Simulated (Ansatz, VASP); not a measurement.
**AgAu2 in VASP and in Ansatz**

```
CELL_PARAMETERS angstrom
4.80158 0.00000 0.00000
0.00000 5.86029 0.00000
0.00000 0.00000 3.65838
ATOMIC_POSITIONS crystal
Ag 0.00000 0.00000 0.00000
Ag 0.50000 0.50000 0.50000
Au 0.20040 0.37870 0.00000
Au 0.79960 0.62130 0.00000
Au 0.70040 0.12130 0.50000
Au 0.29960 0.87870 0.50000
```

Alike in both runs: task single point; functional PBE; k mesh 4 × 4 × 6; occupations gaussian, width 0.1 eV; no spin polarisation.

```csv
,VASP,Ansatz
version,VASP 6.6.1,Ansatz 0.2.0
potentials or method,"VASP PAW PBE potentials, release 64 (Ag, Au), cutoff 520 eV","scalar-relativistic, plane waves, PAW"
valence electrons in the cell,66,114
```

Ansatz gave:

| Property | Result |
| --- | --- |
| gap on the k mesh at the Fermi level (eV) | none |
| rms of the force components (eV/Å) | 0.752 |

Question: Which values does VASP return?

Answer: gap on the k mesh at the Fermi level (eV): none; rms of the force components (eV/Å): 0.747.

Atom by atom the forces differ by 0.005 eV/Å (rms over components). A gap of «none» marks a metal or a gap that the smearing closes. The functional is the same, so the differences come from potentials, cutoffs and numerics. VASP's potentials hold 66 valence electrons a cell and Ansatz's 114, so a difference there can come from the potentials and not from the codes.

Neither program's run includes spin-orbit coupling.
